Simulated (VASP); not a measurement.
# CuSn3 (P6/mmm) in VASP: relaxation of cell and atoms with PBE

Aim: the relaxation of cell and atoms of CuSn3 with PBE.

Everything below comes from runs of VASP 6.6.1. Logs are shortened: lines on timing, memory, paths and dates and some standing lists are left out, and cuts for length are marked.

## (1) The cell of the first run

Symmetry: P6/mmm, No. 191, hexagonal system. The conventional cell has a = 5.212 Å, b = 5.212 Å, c = 4.971 Å, α = 90.00°, β = 90.00°, γ = 120.00°. Within 3.3 Å of Cu (site symmetry 6/mmm) lie 8 Sn at 2.49 to 3.01 Å. Within 4.0 Å of Sn (site symmetry -6m2) lie 9 Sn at 3.01 to 3.90 Å and 3 Cu at 3.01 Å. Within 3.3 Å of Sn (site symmetry 6/mmm) lie 2 Cu at 2.49 Å.

The cell was built from a structure type or drawn by symmetry, and may not be a known phase.

## (2) Relaxation of cell and atoms, PBE

INCAR reads:

```
ALGO = Fast
EDIFF = 1E-6
EDIFFG = -0.01
ENCUT = 600
GGA = PE
IBRION = 2
ISIF = 3
ISMEAR = 0
LASPH = T
LCHARG = F
LREAL = F
LWAVE = F
NELM = 60
NSW = 100
PREC = Accurate
SIGMA = 0.1
```

KPOINTS reads:

```
k-points
0
Gamma
  12 12 10
```

POSCAR reads:

```
CuSn3
1.0
    5.2123108950      0.0000000000      0.0000000000
   -2.6061554475      4.5139936475      0.0000000000
    0.0000000000      0.0000000000      4.9707661845
Cu Sn
1 3
Direct
    0.0000000000      0.0000000000      0.5000000000
    0.3333333333      0.6666666667      0.5000000000
    0.6666666667      0.3333333333      0.5000000000
    0.0000000000      0.0000000000      0.0000000000
```

Potentials or basis: VASP PAW PBE potentials, release 64 (Cu, Sn_d).

Run with:

```
> cat potpaw_PBE.64/Cu/POTCAR potpaw_PBE.64/Sn_d/POTCAR > POTCAR
> mpirun -np 1 vasp_std > vasp.out
```

OUTCAR:

```text
EDIFF = 1E-6
   EDIFFG = -0.01
   ENCUT = 600
   GGA = PE
   IBRION = 2
   ISIF = 3
   ISMEAR = 0
   LASPH = T
   LREAL = F
   NELM = 60
   NSW = 100
   PREC = Accurate

 ion  position               nearest neighbor table
   1  0.000  0.000  0.500-   4 2.49   4 2.49   2 3.01   3 3.01   3 3.01   2 3.01   3 3.01   2 3.01

   2  0.333  0.667  0.500-   1 3.01   3 3.01   3 3.01   1 3.01   1 3.01   3 3.01
   3  0.667  0.333  0.500-   2 3.01   1 3.01   2 3.01   1 3.01   1 3.01   2 3.01
   4  0.000  0.000  0.000-   1 2.49   1 2.49

  LATTYP: Found a hexagonal cell.
 ALAT       =     5.2123108950
 C/A-ratio  =     0.9536588060

  Lattice vectors:

 A1 = (   5.2123108950,   0.0000000000,   0.0000000000)
 A2 = (  -2.6061554475,   4.5139936475,   0.0000000000)
 A3 = (   0.0000000000,   0.0000000000,   4.9707661845)

Analysis of symmetry for initial positions (statically):
=====================================================================
 Subroutine PRICEL returns:
 Original cell was already a primitive cell.

 Routine SETGRP: Setting up the symmetry group for a
 hexagonal supercell.

 Subroutine GETGRP returns: Found 24 space group operations
 (whereof 24 operations were pure point group operations)
 out of a pool of 24 trial point group operations.

The static configuration has the point symmetry D_6h.

Analysis of symmetry for dynamics (positions and initial velocities):
=====================================================================
 Subroutine PRICEL returns:
 Original cell was already a primitive cell.

 Routine SETGRP: Setting up the symmetry group for a
 hexagonal supercell.

 Subroutine GETGRP returns: Found 24 space group operations
 (whereof 24 operations were pure point group operations)
 out of a pool of 24 trial point group operations.

The dynamic configuration has the point symmetry D_6h.

 Subroutine INISYM returns: Found 24 space group operations
 (whereof 24 operations are pure point group operations),
 and found     1 'primitive' translations

----------------------------------------------------------------------------------------

                                     Primitive cell

  volume of cell :     116.9539

  direct lattice vectors                    reciprocal lattice vectors
     5.212310895  0.000000000  0.000000000     0.191853483  0.110766660  0.000000000
    -2.606155447  4.513993648  0.000000000     0.000000000  0.221533320  0.000000000
     0.000000000  0.000000000  4.970766185     0.000000000  0.000000000  0.201176230

  length of vectors
     5.212310895  5.212310895  4.970766185     0.221533320  0.221533320  0.201176230

  position of ions in fractional coordinates (direct lattice)
     0.000000000  0.000000000  0.500000000
     0.333333333  0.666666667  0.500000000
     0.666666667  0.333333333  0.500000000
     0.000000000  0.000000000  0.000000000

  ion indices of the primitive-cell ions
   primitive index   ion index
                 1           1
                 2           2
                 3           3
                 4           4

----------------------------------------------------------------------------------------

 KPOINTS: k-points

Automatic generation of k-mesh.
 Grid dimensions read from file:
 generate k-points for:   12   12   10

 Generating k-lattice:

  Cartesian coordinates                     Fractional coordinates (reciprocal lattice)
     0.015987790  0.009230555  0.000000000     0.083333333  0.000000000  0.000000000
     0.000000000  0.018461110  0.000000000     0.000000000  0.083333333  0.000000000
     0.000000000  0.000000000  0.020117623     0.000000000  0.000000000  0.100000000

  Length of vectors
     0.018461110  0.018461110  0.020117623

  Shift w.r.t. Gamma in fractional coordinates (k-lattice)
     0.000000000  0.000000000  0.000000000

 Subroutine IBZKPT returns following result:
 ===========================================

 Found    114 irreducible k-points:

 Following reciprocal coordinates:
            Coordinates               Weight
  0.000000  0.000000  0.000000      1.000000
  0.083333  0.000000  0.000000      6.000000
  0.166667 -0.000000  0.000000      6.000000
  0.250000  0.000000  0.000000      6.000000
  0.333333  0.000000  0.000000      6.000000
  0.416667 -0.000000  0.000000      6.000000
[... 16 lines left out ...]
  0.250000  0.000000  0.100000     12.000000
  0.333333  0.000000  0.100000     12.000000
 [... further k-points ...]
   k-points           NKPTS =    114   k-points in BZ     NKDIM =    114   number of bands    NBANDS=     31
   number of dos      NEDOS =    301   number of ions     NIONS =      4
   total plane-waves  NPLWV =  70560
   dimension x,y,z NGX =    42 NGY =   42 NGZ =   40
   dimension x,y,z NGXF=    84 NGYF=   84 NGZF=   80
   ions per type =               1   3
   NGX,Y,Z   is equivalent  to a cutoff of  13.40, 13.40, 13.38 a.u.
   NGXF,Y,Z  is equivalent  to a cutoff of  26.79, 26.79, 26.76 a.u.
 SYSTEM =  unknown system
   PREC   = accura    normal or accurate (medium, high low for compatibility)
   ISTART =      0    job   : 0-new  1-cont  2-samecut
   ICHARG =      2    charge: 1-file 2-atom 10-const
   ISPIN  =      1    spin polarized calculation?
   LNONCOLLINEAR =      F non collinear calculations
   LSORBIT =      F    spin-orbit coupling
   LASPH  =      T    aspherical Exc in radial PAW
   ENCUT  =  600.0 eV  44.10 Ry    6.64 a.u.  10.41 10.41  9.93*2*pi/ulx,y,z
   NELM   =     60;   NELMIN=  2; NELMDL= -5     # of ELM steps
   EDIFF  = 0.1E-05   stopping-criterion for ELM
   LREAL  =      F    real-space projection
   EDIFFG = -.1E-01   stopping-criterion for IOM
   NSW    =    100    number of steps for IOM
   IBRION =      2    ionic relax: 0-MD 1-quasi-New 2-CG
   NFREE  =      1    steps in history (QN), initial steepest desc. (CG)
   ISIF   =      3    stress and relaxation
   ISYM   =      2    0-nonsym 1-usesym 2-fastsym
   POTIM  = 0.5000    time-step for ionic-motion
   TEBEG  =    0.0;   TEEND  =   0.0 temperature during run
   PSTRESS=    0.0 pullay stress
   NELECT =      53.0000    total number of electrons
   NUPDOWN=      -1.0000    fix difference up-down
   EMIN   =  10.00;   EMAX   =-10.00  energy-range for DOS
   EFERMI =   0.00;   METHOD = LEGACY
   ISMEAR =     0;   SIGMA  =   0.10  broadening in eV -4-tet -1-fermi 0-gaus
   EFERMI_NEDOS =   21; number of points for ismear=-14 and -15
   IALGO  =     68    algorithm
   IMIX   =      4    mixing-type and parameters
     AMIX     =   0.40;   BMIX     =  1.00
     AMIX_MAG =   1.60;   BMIX_MAG =  1.00
  volume/ion in A,a.u.               =      29.24       197.31
  Fermi-wavevector in a.u.,A,eV,Ry     =   1.257463  2.376261 21.513716  1.581214
  Thomas-Fermi vector in A             =   2.391121
   LORBIT       =      0    0 simple, 1 ext, 2 COOP (PROOUT), +10 PAW based schemes
   GGA     = PE    functional components
   LHFCALC =     F    Hartree Fock is set to
   AEXX    =    0.0000 exact exchange contribution
   IVDW    =     0    specifies the selected vdW correction
   LEPSILON=     F    determine dielectric tensor
   LRPA    =     F    only Hartree local field effects (RPA)
 conjugate gradient relaxation of ions
 non-spin polarized calculation
 RMM-DIIS sequential band-by-band and
 Gauss-broadening in eV      SIGMA  =   0.10
  energy-cutoff  :      600.00
  volume of cell :      116.95
 maximum number of plane-waves:      3934
 NGX is ok and might be reduce to    42
   NGX = 21   NGY = 21   NGZ = 19

--------------------------------------- Ionic step        1  -------------------------------------------

 number of electron      53.0000019 magnetization

 Free energy of the ion-electron system (eV)
  ---------------------------------------------------
  ext. energy  EPLUGINS =         0.00000000
  ---------------------------------------------------
  free energy    TOTEN  =       -13.80590259 eV

  energy without entropy =      -13.79508034  energy(sigma->0) =      -13.80049147

------------------------ aborting loop because EDIFF is reached ----------------------------------------

  FORCE on cell =-STRESS in cart. coord.  units (eV):
  Direction    XX          YY          ZZ          XY          YZ          ZX
  --------------------------------------------------------------------------------------
  -------------------------------------------------------------------------------------
  Total       -0.2501775     -0.2501775      0.1925417      0.0000000     -0.0000000     -0.0000000
  in kB       -3.4272377     -3.4272377      2.6376719      0.0000000     -0.0000000     -0.0000000
  external PRESSURE =      -1.4056012 kB  Pullay stress =       0.0000000 kB

 VOLUME and BASIS-vectors are now :
 -----------------------------------------------------------------------------
  energy-cutoff  :      600.00
  volume of cell :      116.95
      direct lattice vectors                 reciprocal lattice vectors
     5.212310895  0.000000000  0.000000000     0.191853483  0.110766660  0.000000000
    -2.606155447  4.513993648  0.000000000     0.000000000  0.221533320  0.000000000
     0.000000000  0.000000000  4.970766185     0.000000000  0.000000000  0.201176230
[... 77 lines left out ...]
 POSITION                                       TOTAL-FORCE (eV/Angst)
 -----------------------------------------------------------------------------------
      0.00000     -0.00000      2.49169        -0.000000      0.000000      0.000000
     -0.00000      2.99940      2.49169         0.000000      0.000000     -0.000000
      2.59756      1.49970      2.49169        -0.000000     -0.000000      0.000000
      0.00000     -0.00000     -0.00000        -0.000000      0.000000      0.000000
 -----------------------------------------------------------------------------------
    total drift:                                0.000000      0.000000     -0.000000

  FREE ENERGIE OF THE ION-ELECTRON SYSTEM (eV)
  ---------------------------------------------------
  free  energy   TOTEN  =       -13.8070219697 eV

  energy  without entropy=      -13.7961453888  energy(sigma->0) =      -13.80158368

--------------------------------------- Ionic step        4  -------------------------------------------

 number of electron      53.0000014 magnetization

 Free energy of the ion-electron system (eV)
  ---------------------------------------------------
  ext. energy  EPLUGINS =         0.00000000
  ---------------------------------------------------
  free energy    TOTEN  =       -13.80703271 eV

  energy without entropy =      -13.79613275  energy(sigma->0) =      -13.80158273

 E-fermi :   5.7336     XC(G=0):  -9.4470

 val. band max:        5.7304139862   @ k =   0.3333   0.0000   0.1000
 cond. band min:       5.7479261109   @ k =   0.3333   0.1667   0.2000
 fundamental gap:      0.0175121247
 Fermi energy:         5.7336429794

 k-point     1 :       0.0000    0.0000    0.0000
  band No.  band energies     occupation
      1     -15.9419      2.00000
      2     -15.9230      2.00000
      3     -15.9230      2.00000
      4     -15.8740      2.00000
      5     -15.8740      2.00000
      6     -15.8691      2.00000
[... 805 lines left out ...]
     30       7.7099      0.00000
     31       7.9727      0.00000

 [... further k-points ...]

------------------------ aborting loop because EDIFF is reached ----------------------------------------

  FORCE on cell =-STRESS in cart. coord.  units (eV):
  Direction    XX          YY          ZZ          XY          YZ          ZX
  --------------------------------------------------------------------------------------
  -------------------------------------------------------------------------------------
  Total       -0.0306262     -0.0306262      0.0291200      0.0000000     -0.0000000     -0.0000000
  in kB       -0.4215628     -0.4215628      0.4008310      0.0000000     -0.0000000     -0.0000000
  external PRESSURE =      -0.1474316 kB  Pullay stress =       0.0000000 kB

 VOLUME and BASIS-vectors are now :
 -----------------------------------------------------------------------------
  energy-cutoff  :      600.00
  volume of cell :      116.40
      direct lattice vectors                 reciprocal lattice vectors
     5.192167133  0.000000000 -0.000000000     0.192597806  0.111196395  0.000000000
    -2.596083566  4.496548638  0.000000000     0.000000000  0.222392791  0.000000000
     0.000000000 -0.000000000  4.985550804     0.000000000 -0.000000000  0.200579643

 POSITION                                       TOTAL-FORCE (eV/Angst)
 -----------------------------------------------------------------------------------
      0.00000     -0.00000      2.49278         0.000000      0.000000      0.000000
     -0.00000      2.99770      2.49278        -0.000000      0.000000     -0.000000
      2.59608      1.49885      2.49278         0.000000     -0.000000      0.000000
      0.00000     -0.00000     -0.00000         0.000000      0.000000      0.000000
 -----------------------------------------------------------------------------------
    total drift:                                0.000000      0.000000     -0.000000

  FREE ENERGIE OF THE ION-ELECTRON SYSTEM (eV)
  ---------------------------------------------------
  free  energy   TOTEN  =       -13.8070327065 eV

  energy  without entropy=      -13.7961327511  energy(sigma->0) =      -13.80158273

 reached required accuracy - stopping structural energy minimisation
```

Wall time 16 min (1 thread of Intel Xeon 6975P-C (Granite Rapids), shared host); peak memory 0.59 GiB.

What came out:

| Item | Value |
| --- | --- |
| Free energy | -13.8070 eV |
| Relaxed volume | 29.10 Å³/atom |
| Relaxed cell | a = 5.192 Å, b = 5.192 Å, c = 4.986 Å, α = 90.00°, β = 90.00°, γ = 120.00° |
| Space group after relaxing (to 0.1 Å) | P6/mmm (No. 191) |
| Energy gained by relaxing | 0.3 meV/atom |
| Ionic steps | 4 |
| Pressure after relaxing | 0.0 GPa |
| Band gap on the k mesh | zero (an odd number of electrons rules out a gap without spin polarisation) |

Stress tensor (GPa, compression positive):
```
-0.04  0.00  0.00
 0.00 -0.04  0.00
 0.00  0.00  0.04
```

The path:
| step | energy change (eV) | largest force (eV/Å) | pressure (GPa) | volume (Å³) |
| --- | --- | --- | --- | --- |
| 1 | 0.0000 | 0.0000 | -0.14 | 116.95 |
| 2 | -0.0011 | 0.0000 | 0.09 | 116.52 |
| 3 | -0.0011 | 0.0000 | 0.10 | 116.48 |
| 4 | -0.0011 | 0.0000 | -0.01 | 116.40 |

Final structure:
```
Cu Sn
1.0
     5.19217    0.00000    0.00000
    -2.59608    4.49655    0.00000
     0.00000    0.00000    4.98555
Cu Sn
1 3
Direct
  0.00000 0.00000 0.50000
  0.33333 0.66667 0.50000
  0.66667 0.33333 0.50000
  0.00000 0.00000 0.00000
```

Levels at points of the mesh, in eV from the Fermi level:
```csv
k point,band 24,band 25,band 26,band 27,band 28,band 29
"(0.00, 0.00, 0.00)",-2.47,-1.21,-1.21,-0.82,-0.82,1.05
"(0.50, 0.00, 0.00)",-2.57,-1.42,-0.29,0.11,0.21,1.77
"(0.00, 0.00, 0.50)",-0.88,-0.66,-0.66,-0.65,0.15,0.15
"(0.50, 0.00, 0.50)",-2.96,-2.30,-2.04,0.11,0.50,3.44
```

Caveat: spin-orbit coupling is left out, which moves the levels of the heavy elements.
